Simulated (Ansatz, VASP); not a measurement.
**Two plane-wave programs on Sc2Hg**

Contents of INCAR:

```
PREC = Accurate
ENCUT = 600
EDIFF = 1E-7
ISMEAR = 0
SIGMA = 0.1
LREAL = F
LASPH = T
NELM = 60
ALGO = Fast
ISIF = 3
LWAVE = F
LCHARG = F
GGA = PE
IBRION = 2
NSW = 100
EDIFFG = -0.01
```

Contents of KPOINTS:

```
Automatic mesh
0
Gamma
  12 12 14
```

The input POSCAR:

```
Sc2Hg
1.0
    4.8905595587      0.0000000000      0.0000000000
   -2.4452797793      4.2353488167      0.0000000000
    0.0000000000      0.0000000000      3.1088824979
Sc Hg
2 1
Direct
    0.3333333333      0.6666666667      0.5000000000
    0.6666666667      0.3333333333      0.5000000000
    0.0000000000      0.0000000000      0.0000000000
```

Input for Ansatz:

```yaml
crystal:
  lattice:
    - [4.8905595587, 0.0, 0.0]
    - [-2.4452797793, 4.2353488167, 0.0]
    - [0.0, 0.0, 3.1088824979]
  atoms:
    - { symbol: Sc, position: [0.3333333333, 0.6666666667, 0.5] }
    - { symbol: Sc, position: [0.6666666667, 0.3333333333, 0.5] }
    - { symbol: Hg, position: [0.0, 0.0, 0.0] }
basis:
  ecutwfc: 420
kpoints:
  mp_grid: { grid: [12, 12, 14] }
hamiltonian:
  xc: pbe
scf:
  occupations: { method: gaussian, width: 0.1 }
output:
  forces: true
  stress: true
  eigenvalues: true
relax:
  adjacent_minimum: "off"
  f_tol: 0.01
  max_steps: 80
  cell: { stress_tol: 0.05 }
```

Alike in both runs: task relaxation of cell and atoms; functional PBE; k mesh 12 × 12 × 14; occupations gaussian, width 0.1 eV; no spin polarisation.

```csv
,VASP,Ansatz
version,VASP 6.6.1,Ansatz 0.2.0
potentials or method,"VASP PAW PBE potentials, release 64 (Sc_sv, Hg), cutoff 600 eV","scalar-relativistic, plane waves, PAW"
valence electrons in the cell,34,42
```

```tsv
	VASP	Ansatz	Ansatz less VASP
gap on the k mesh at the Fermi level, each at its own relaxed structure (eV)	none	none	-
relaxed volume (Å³/atom)	21.65	21.56	-0.093
relaxed length of the cell vector where the two differ most in proportion (Å)	3.015	3.010	-0.0056
```

A gap of «none» marks a metal or a gap that the smearing closes. VASP's potentials hold 34 valence electrons a cell and Ansatz's 42, so a difference there can come from the potentials and not from the codes.

Neither program's run includes spin-orbit coupling.
